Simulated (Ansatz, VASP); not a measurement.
## Si2Ni: VASP beside Ansatz

```
CELL_PARAMETERS angstrom
0.00000 2.70300 2.70300
2.70300 0.00000 2.70300
2.70300 2.70300 0.00000
ATOMIC_POSITIONS crystal
Ni 0.00000 0.00000 0.00000
Si 0.75000 0.75000 0.75000
Si 0.25000 0.25000 0.25000
```

Alike in both runs: task single point; functional PBE; k mesh 9 × 9 × 9; occupations gaussian, width 0.016 eV; collinear spin.

|  | VASP | Ansatz |
| --- | --- | --- |
| version | VASP 6.6.1 | Ansatz 0.2.0 |
| potentials or method | VASP PAW PBE potentials, release 64 (Ni, Si), cutoff 520 eV | all-electron LAPW, scalar-relativistic |

```csv
,VASP,Ansatz,Ansatz less VASP
gap on the k mesh at the Fermi level (eV),none,none,-
pressure (GPa),3.8,4.0,+0.14
net moment per atom (μB),0.00,0.00,0.000
```

A gap of «none» marks a metal or a gap that the smearing closes. Ansatz ran all-electron here, and VASP with PAW potentials.
